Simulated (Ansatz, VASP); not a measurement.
# One calculation of KMgF3, two programs

POSCAR

```
KMgF3
1.0
    3.9802355626      0.0000000000      0.0000000000
    0.0000000000      3.9802355626      0.0000000000
    0.0000000000      0.0000000000      3.9802355626
K Mg F
1 1 3
Direct
    0.5000000000      0.5000000000      0.5000000000
    0.0000000000      0.0000000000      0.0000000000
    0.5000000000      0.0000000000      0.0000000000
    0.0000000000      0.5000000000      0.0000000000
    0.0000000000      0.0000000000      0.5000000000
```

Contents of INCAR.step1:

```
  PREC = Accurate
  ENCUT = 520
  ISMEAR = 0
  SIGMA = 0.01
  LREAL = False
  LASPH = True
  NELM = 60
  NBANDS = 24
  GGA = PE
  ALGO = Normal
  EDIFF = 1E-4
  LWAVE = True
  LCHARG = False
```

INCAR.step2

```
  PREC = Accurate
  ENCUT = 520
  EDIFF = 1E-7
  ISMEAR = 0
  SIGMA = 0.01
  LREAL = False
  LASPH = True
  NELM = 60
  ALGO = Normal
  ISIF = 2
  LWAVE = False
  LCHARG = True
  METAGGA = R2SCAN
  LMIXTAU = True
  LELF = True
  LVHAR = True
  NBANDS = 24
  ISTART = 1
```

File KPOINTS:

```
regular mesh
0
Gamma
  6 6 6
```

Input for Ansatz:

```yaml
crystal:
  lattice:
    - [3.9802355626, 0.0, 0.0]
    - [0.0, 3.9802355626, 0.0]
    - [0.0, 0.0, 3.9802355626]
  atoms:
    - { symbol: K, position: [0.5, 0.5, 0.5] }
    - { symbol: Mg, position: [0.0, 0.0, 0.0] }
    - { symbol: F, position: [0.5, 0.0, 0.0] }
    - { symbol: F, position: [0.0, 0.5, 0.0] }
    - { symbol: F, position: [0.0, 0.0, 0.5] }
kpoints:
  mp_grid: { grid: [6, 6, 6] }
hamiltonian:
  xc: r2scan
scf:
  occupations: { method: fixed }
  n_extra_bands: 5
output:
  forces: true
  stress: true
  eigenvalues: true
```

Alike in both runs: task single point; functional r2SCAN; k mesh 6 × 6 × 6; no spin polarisation.

```csv
,VASP,Ansatz
version,VASP 6.6.1,Ansatz 0.2.0
potentials or method,"VASP PAW PBE potentials, release 64 (K_sv, Mg, F)","plane waves, PAW"
plane-wave cutoff (eV),520,500
occupations,"gaussian, width 0.01 eV",fixed
valence electrons in the cell,32,40
```

|  | VASP | Ansatz | Ansatz less VASP |
| --- | --- | --- | --- |
| gap on the k mesh at the Fermi level (eV) | 8.28 | 8.30 | +0.021 |
| pressure (GPa) | -0.6 | 0.0 | +0.62 |

VASP's potentials were made for PBE, not for r2SCAN. VASP's potentials hold 32 valence electrons a cell and Ansatz's 40, so a difference there can come from the potentials and not from the codes.
